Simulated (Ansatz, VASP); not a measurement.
One calculation of InP, two programs

File INCAR:

```
PREC     = Accurate       # precision mode
ENCUT    = 520            # plane-wave cutoff, eV
EDIFF    = 1E-6           # SCF threshold, eV
ISMEAR   = 0              # smearing method
SIGMA    = 0.05           # smearing width, eV
LREAL    = False          # projectors in reciprocal space
LASPH    = True           # aspherical terms in the spheres
NELM     = 80             # most SCF steps
ALGO     = Normal         # electronic algorithm
ISIF     = 2              # what is computed and relaxed
LWAVE    = False          # write WAVECAR
LCHARG   = False          # write CHGCAR
GGA      = RE             # functional
IVDW     = 13             # dispersion correction
NBANDS   = 16             # bands
```

The input KPOINTS:

```
Automatic mesh
0
Gamma
  8 8 8
```

POSCAR

```
InP
1.0
    0.0000000000      2.9800181907      2.9800181907
    2.9800181907      0.0000000000      2.9800181907
    2.9800181907      2.9800181907      0.0000000000
In P
1 1
Direct
    0.0000000000      0.0000000000      0.0000000000
    0.7500000000      0.7500000000      0.7500000000
```

Input for Ansatz:

```yaml
crystal:
  lattice:
    - [0.0, 2.9800181907, 2.9800181907]
    - [2.9800181907, 0.0, 2.9800181907]
    - [2.9800181907, 2.9800181907, 0.0]
  atoms:
    - { symbol: In, position: [0.0, 0.0, 0.0] }
    - { symbol: P, position: [0.75, 0.75, 0.75] }
basis:
  ecutwfc: 420
  ecutrho_ratio: 4
kpoints:
  mp_grid: { grid: [8, 8, 8] }
hamiltonian:
  xc: revpbe
  dispersion: d4
scf:
  occupations: { method: gaussian, width: 0.05 }
output:
  forces: true
  stress: true
  eigenvalues: true
```

Alike in both runs: task single point; functional revPBE; dispersion D4; k mesh 8 × 8 × 8; occupations gaussian, width 0.05 eV; no spin polarisation.

|  | VASP | Ansatz |
| --- | --- | --- |
| version | VASP 6.6.1 | Ansatz 0.2.0 |
| potentials or method | VASP PAW PBE potentials, release 64 (In_d, P), cutoff 520 eV | scalar-relativistic, plane waves, PAW |
| valence electrons in the cell | 18 | 18 |

Ansatz gave:

```
gap on the k mesh at the Fermi level (eV) : 0.54
least direct gap on the mesh (eV)         : 0.54
pressure (GPa)                            : -2.3
```

Q: Estimate VASP's values.

A: gap on the k mesh at the Fermi level (eV): 0.53; least direct gap on the mesh (eV): 0.53; pressure (GPa): -2.4.

VASP's potentials were made for PBE, not for revPBE.
